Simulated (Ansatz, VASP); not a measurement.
## P in VASP and in Ansatz

```
P
1.0
     4.27290    0.00000    0.00000
     0.00000    4.27290    0.00000
     0.00000    0.00000    4.37800
P
1
Cartesian
  0.0000 0.0000 0.0000
```

Alike in both runs: task single point; functional PBE; k mesh 5 × 5 × 4; occupations fermi-dirac, width 0.08 eV; no spin polarisation.

```csv
,VASP,Ansatz
version,VASP 6.6.1,Ansatz 0.2.0
potentials or method,"VASP PAW PBE potentials, release 64 (P), cutoff 520 eV","all-electron LAPW, scalar-relativistic"
```

|  | VASP | Ansatz | Ansatz less VASP |
| --- | --- | --- | --- |
| pressure (GPa) | -3.3 | -3.3 | 0.00 |
| traceless stress, the component that is largest in VASP (GPa) | 0.57 | 0.57 | 0.000 |

Ansatz ran all-electron here, and VASP with PAW potentials.
